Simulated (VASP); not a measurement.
# Ru3C (P6_3/mmc) in VASP: further runs

The runs below take Ru3C through single point, relaxation of cell and atoms, with PBE.

Everything below comes from runs of VASP 6.6.1. Logs are shortened: lines on timing, memory, paths and dates and some standing lists are left out, and cuts for length are marked.

**1. The cell of the first run**

Symmetry: P6_3/mmc, No. 194, hexagonal system. The conventional cell has a = 6.707 Å, b = 6.707 Å, c = 2.671 Å, α = 90.00°, β = 90.00°, γ = 120.00°. Within 2.9 Å of Ru (site symmetry mm2) lie 2 C at 2.11 Å and 8 Ru at 2.61 to 2.83 Å. Within 2.8 Å of C (site symmetry -6m2) lie 6 Ru at 2.11 Å and 2 C at 2.67 Å.

**2. Single point, PBE**

Contents of INCAR:

```
SYSTEM = Ru3C
PREC = Accurate
ENCUT = 520
EDIFF = 1E-7
ISMEAR = 0
SIGMA = 0.1
LREAL = .False.
LASPH = .True.
NELM = 60
ALGO = Normal
ISIF = 2
LWAVE = .False.
LCHARG = .False.
GGA = PE
NBANDS = 56
```

Contents of KPOINTS:

```
regular mesh
0
Gamma
  6 6 4
  0 0 0
```

Contents of POSCAR:

```
Ru3C
1.0
    6.7067348495      0.0000000000      0.0000000000
   -3.3533674247      5.8082027561      0.0000000000
    0.0000000000      0.0000000000      2.6709792697
Ru C
6 2
Direct
    0.8070740617      0.6141481235      0.2500000000
    0.1929259383      0.8070740617      0.7500000000
    0.3858518765      0.1929259383      0.2500000000
    0.1929259383      0.3858518765      0.7500000000
    0.8070740617      0.1929259383      0.2500000000
    0.6141481235      0.8070740617      0.7500000000
    0.3333333333      0.6666666667      0.2500000000
    0.6666666667      0.3333333333      0.7500000000
```

Potentials or basis: VASP PAW PBE potentials, release 64 (Ru_pv, C).

The run is started by

```console
$ cat potpaw_PBE.64/Ru_pv/POTCAR potpaw_PBE.64/C/POTCAR > POTCAR
$ mpirun -np 1 vasp_std > vasp.out
```

OUTCAR:

```text
SYSTEM = Ru3C
   PREC = Accurate
   ENCUT = 520
   EDIFF = 1E-7
   ISMEAR = 0
   LREAL = .False.
   LASPH = .True.
   NELM = 60
   ISIF = 2
   GGA = PE

 ion  position               nearest neighbor table
   1  0.807  0.614  0.250-   8 2.11   8 2.11   6 2.61   6 2.61   2 2.61   2 2.61   5 2.83   3 2.83

   2  0.193  0.807  0.750-   7 2.11   7 2.11   3 2.61   3 2.61   1 2.61   1 2.61   4 2.83   6 2.83

   3  0.386  0.193  0.250-   8 2.11   8 2.11   4 2.61   4 2.61   2 2.61   2 2.61   5 2.83   1 2.83

   4  0.193  0.386  0.750-   7 2.11   7 2.11   3 2.61   3 2.61   5 2.61   5 2.61   2 2.83   6 2.83

   5  0.807  0.193  0.250-   8 2.11   8 2.11   6 2.61   6 2.61   4 2.61   4 2.61   1 2.83   3 2.83

   6  0.614  0.807  0.750-   7 2.11   7 2.11   1 2.61   1 2.61   5 2.61   5 2.61   2 2.83   4 2.83

   7  0.333  0.667  0.250-   2 2.11   2 2.11   4 2.11   4 2.11   6 2.11   6 2.11
   8  0.667  0.333  0.750-   5 2.11   5 2.11   1 2.11   1 2.11   3 2.11   3 2.11

  LATTYP: Found a hexagonal cell.
 ALAT       =     6.7067348495
 C/A-ratio  =     0.3982532976

  Lattice vectors:

 A1 = (   6.7067348495,   0.0000000000,   0.0000000000)
 A2 = (  -3.3533674247,   5.8082027561,   0.0000000000)
 A3 = (   0.0000000000,   0.0000000000,   2.6709792697)

Analysis of symmetry for initial positions (statically):
=====================================================================
 Subroutine PRICEL returns:
 Original cell was already a primitive cell.

 Routine SETGRP: Setting up the symmetry group for a
 hexagonal supercell.

 Subroutine GETGRP returns: Found 24 space group operations
 (whereof 12 operations were pure point group operations)
 out of a pool of 24 trial point group operations.

The static configuration has the point symmetry D_3d.
 The point group associated with its full space group is D_6h.

Analysis of symmetry for dynamics (positions and initial velocities):
=====================================================================
 Subroutine PRICEL returns:
 Original cell was already a primitive cell.

 Routine SETGRP: Setting up the symmetry group for a
 hexagonal supercell.

 Subroutine GETGRP returns: Found 24 space group operations
 (whereof 12 operations were pure point group operations)
 out of a pool of 24 trial point group operations.

The dynamic configuration has the point symmetry D_3d.
 The point group associated with its full space group is D_6h.

 Subroutine INISYM returns: Found 24 space group operations
 (whereof 12 operations are pure point group operations),
 and found     1 'primitive' translations

----------------------------------------------------------------------------------------

                                     Primitive cell

  volume of cell :     104.0455

  direct lattice vectors                    reciprocal lattice vectors
     6.706734850  0.000000000  0.000000000     0.149103852  0.086085149  0.000000000
    -3.353367425  5.808202756  0.000000000     0.000000000  0.172170298  0.000000000
     0.000000000  0.000000000  2.670979270     0.000000000  0.000000000  0.374394519

  length of vectors
     6.706734850  6.706734849  2.670979270     0.172170298  0.172170298  0.374394519

  position of ions in fractional coordinates (direct lattice)
     0.807074062  0.614148124  0.250000000
     0.192925938  0.807074062  0.750000000
     0.385851876  0.192925938  0.250000000
     0.192925938  0.385851876  0.750000000
     0.807074062  0.192925938  0.250000000
     0.614148124  0.807074062  0.750000000
     0.333333333  0.666666667  0.250000000
     0.666666667  0.333333333  0.750000000

  ion indices of the primitive-cell ions
   primitive index   ion index
                 1           1
                 2           2
                 3           3
                 4           4
                 5           5
                 6           6
                 7           7
                 8           8

----------------------------------------------------------------------------------------

 KPOINTS: regular mesh

Automatic generation of k-mesh.
 Grid dimensions read from file:
 generate k-points for:    6    6    4

 Generating k-lattice:

  Cartesian coordinates                     Fractional coordinates (reciprocal lattice)
     0.024850642  0.014347525  0.000000000     0.166666667  0.000000000  0.000000000
     0.000000000  0.028695050  0.000000000     0.000000000  0.166666667  0.000000000
     0.000000000  0.000000000  0.093598630     0.000000000  0.000000000  0.250000000

  Length of vectors
     0.028695050  0.028695050  0.093598630

  Shift w.r.t. Gamma in fractional coordinates (k-lattice)
     0.000000000  0.000000000  0.000000000

 Subroutine IBZKPT returns following result:
 ===========================================

 Found     21 irreducible k-points:

 Following reciprocal coordinates:
            Coordinates               Weight
  0.000000  0.000000  0.000000      1.000000
  0.166667  0.000000  0.000000      6.000000
  0.333333  0.000000  0.000000      6.000000
  0.500000  0.000000  0.000000      3.000000
  0.166667  0.166667  0.000000      6.000000
  0.333333  0.166667  0.000000     12.000000
[... 13 lines left out ...]
  0.333333  0.166667  0.500000     12.000000
  0.333333  0.333333  0.500000      2.000000
   k-points           NKPTS =     21   k-points in BZ     NKDIM =     21   number of bands    NBANDS=     56
   number of dos      NEDOS =    301   number of ions     NIONS =      8
   total plane-waves  NPLWV =  50000
   dimension x,y,z NGX =    50 NGY =   50 NGZ =   20
   dimension x,y,z NGXF=   100 NGYF=  100 NGZF=   40
   ions per type =               6   2
   NGX,Y,Z   is equivalent  to a cutoff of  12.39, 12.39, 12.45 a.u.
   NGXF,Y,Z  is equivalent  to a cutoff of  24.79, 24.79, 24.90 a.u.
 SYSTEM =  Ru3C
   PREC   = accura    normal or accurate (medium, high low for compatibility)
   ISTART =      0    job   : 0-new  1-cont  2-samecut
   ICHARG =      2    charge: 1-file 2-atom 10-const
   ISPIN  =      1    spin polarized calculation?
   LNONCOLLINEAR =      F non collinear calculations
   LSORBIT =      F    spin-orbit coupling
   LASPH  =      T    aspherical Exc in radial PAW
   ENCUT  =  520.0 eV  38.22 Ry    6.18 a.u.  12.47 12.47  4.97*2*pi/ulx,y,z
   NELM   =     60;   NELMIN=  2; NELMDL= -5     # of ELM steps
   EDIFF  = 0.1E-06   stopping-criterion for ELM
   LREAL  =      F    real-space projection
   EDIFFG = 0.1E-05   stopping-criterion for IOM
   NSW    =      0    number of steps for IOM
   IBRION =     -1    ionic relax: 0-MD 1-quasi-New 2-CG
   NFREE  =      0    steps in history (QN), initial steepest desc. (CG)
   ISIF   =      2    stress and relaxation
   ISYM   =      2    0-nonsym 1-usesym 2-fastsym
   POTIM  = 0.5000    time-step for ionic-motion
   TEBEG  =    0.0;   TEEND  =   0.0 temperature during run
   PSTRESS=    0.0 pullay stress
   NELECT =      92.0000    total number of electrons
   NUPDOWN=      -1.0000    fix difference up-down
   EMIN   =  10.00;   EMAX   =-10.00  energy-range for DOS
   EFERMI =   0.00;   METHOD = LEGACY
   ISMEAR =     0;   SIGMA  =   0.10  broadening in eV -4-tet -1-fermi 0-gaus
   EFERMI_NEDOS =   21; number of points for ismear=-14 and -15
   IALGO  =     38    algorithm
   IMIX   =      4    mixing-type and parameters
     AMIX     =   0.40;   BMIX     =  1.00
     AMIX_MAG =   1.60;   BMIX_MAG =  1.00
  volume/ion in A,a.u.               =      13.01        87.77
  Fermi-wavevector in a.u.,A,eV,Ry     =   1.571314  2.969353 33.593159  2.469028
  Thomas-Fermi vector in A             =   2.672916
   LORBIT       =      0    0 simple, 1 ext, 2 COOP (PROOUT), +10 PAW based schemes
   GGA     = PE    functional components
   LHFCALC =     F    Hartree Fock is set to
   AEXX    =    0.0000 exact exchange contribution
   IVDW    =     0    specifies the selected vdW correction
   LEPSILON=     F    determine dielectric tensor
   LRPA    =     F    only Hartree local field effects (RPA)
 non-spin polarized calculation
 Gauss-broadening in eV      SIGMA  =   0.10
  energy-cutoff  :      520.00
  volume of cell :      104.05
 maximum number of plane-waves:      2850
 NGX is ok and might be reduce to    50
   NGX = 25   NGY = 25   NGZ =  9

 number of electron      92.0000001 magnetization

 Free energy of the ion-electron system (eV)
  ---------------------------------------------------
  ext. energy  EPLUGINS =         0.00000000
  ---------------------------------------------------
  free energy    TOTEN  =       -69.48576498 eV

  energy without entropy =      -69.43082236  energy(sigma->0) =      -69.45829367

 E-fermi :  10.8082     XC(G=0): -13.1908

 val. band max:       10.7960202746   @ k =   0.5000   0.0000   0.2500
 cond. band min:      10.8440653557   @ k =   0.0000   0.0000   0.0000
 fundamental gap:      0.0480450811
 Fermi energy:        10.8082391243

 k-point     1 :       0.0000    0.0000    0.0000
  band No.  band energies     occupation
      1     -32.6566      2.00000
      2     -32.6246      2.00000
      3     -32.5504      2.00000
      4     -32.5504      2.00000
      5     -32.4677      2.00000
      6     -32.4677      2.00000
[... 48 lines left out ...]
     55      12.5018      0.00000
     56      12.7656      0.00000

 k-point     2 :       0.1667    0.0000    0.0000
  band No.  band energies     occupation
      1     -32.6561      2.00000
      2     -32.6465      2.00000
      3     -32.5779      2.00000
      4     -32.5432      2.00000
      5     -32.4535      2.00000
      6     -32.4381      2.00000
[... 48 lines left out ...]
     55      12.5144      0.00000
     56      13.0167      0.00000
[... 1060 lines left out ...]
     55      13.9285      0.00000
     56      13.9285      0.00000

 k-point    21 :       0.3333    0.3333    0.5000
  band No.  band energies     occupation
      1     -32.8562      2.00000
      2     -32.8562      2.00000
      3     -32.8150      2.00000
      4     -32.8150      2.00000
      5     -32.7493      2.00000
      6     -32.7493      2.00000
[... 48 lines left out ...]
     55      14.0419      0.00000
     56      14.0419      0.00000

------------------------ aborting loop because EDIFF is reached ----------------------------------------

  FORCE on cell =-STRESS in cart. coord.  units (eV):
  Direction    XX          YY          ZZ          XY          YZ          ZX
  --------------------------------------------------------------------------------------
  -------------------------------------------------------------------------------------
  Total       -0.0227265     -0.0227265     -0.0603412     -0.0000000     -0.0000000      0.0000000
  in kB       -0.3499609     -0.3499609     -0.9291822     -0.0000000     -0.0000000      0.0000000
  external PRESSURE =      -0.5430347 kB  Pullay stress =       0.0000000 kB

 VOLUME and BASIS-vectors are now :
 -----------------------------------------------------------------------------
  energy-cutoff  :      520.00
  volume of cell :      104.05
      direct lattice vectors                 reciprocal lattice vectors
     6.706734850  0.000000000  0.000000000     0.149103852  0.086085149  0.000000000
    -3.353367425  5.808202756  0.000000000     0.000000000  0.172170298  0.000000000
     0.000000000  0.000000000  2.670979270     0.000000000  0.000000000  0.374394519

 POSITION                                       TOTAL-FORCE (eV/Angst)
 -----------------------------------------------------------------------------------
      3.35337      3.56710      0.66774        -0.000000     -0.005825      0.000000
     -1.41251      4.68765      2.00323         0.005044     -0.002912      0.000000
      1.94085      1.12055      0.66774         0.005044      0.002912      0.000000
      0.00000      2.24111      2.00323         0.000000      0.005825     -0.000000
      4.76588      1.12055      0.66774        -0.005044      0.002912      0.000000
      1.41251      4.68765      2.00323        -0.005044     -0.002912     -0.000000
     -0.00000      3.87214      0.66774        -0.000000      0.000000      0.000000
      3.35337      1.93607      2.00323         0.000000     -0.000000      0.000000
 -----------------------------------------------------------------------------------
    total drift:                               -0.000001      0.000000     -0.000000

  FREE ENERGIE OF THE ION-ELECTRON SYSTEM (eV)
  ---------------------------------------------------
  free  energy   TOTEN  =       -69.4857649841 eV

  energy  without entropy=      -69.4308223579  energy(sigma->0) =      -69.45829367
```

Run time: 3.9 min. Hardware: 1 thread of Intel Xeon 8259CL, shared host; peak memory 0.26 GiB.

Results:

```
Free energy            : -69.4858 eV
Pressure               : -0.1 GPa
Largest force          : 0.006 eV/Å
Band gap on the k mesh : zero (bands 46 and 47 overlap by 1.10 eV)
```

Forces on the atoms (eV/Å):
```
Ru   0.000 -0.006  0.000
Ru   0.005 -0.003  0.000
Ru   0.005  0.003  0.000
Ru   0.000  0.006  0.000
Ru  -0.005  0.003  0.000
Ru  -0.005 -0.003  0.000
C    0.000  0.000  0.000
C    0.000  0.000  0.000
```

Caveat: the k points lie up to 0.59 Å⁻¹ apart, too coarse for converged energies and pressures of a metal.

(Part 1 of 2 ends here.)

The gap in the log of VASP goes by the Fermi energy; the results here count the filled bands.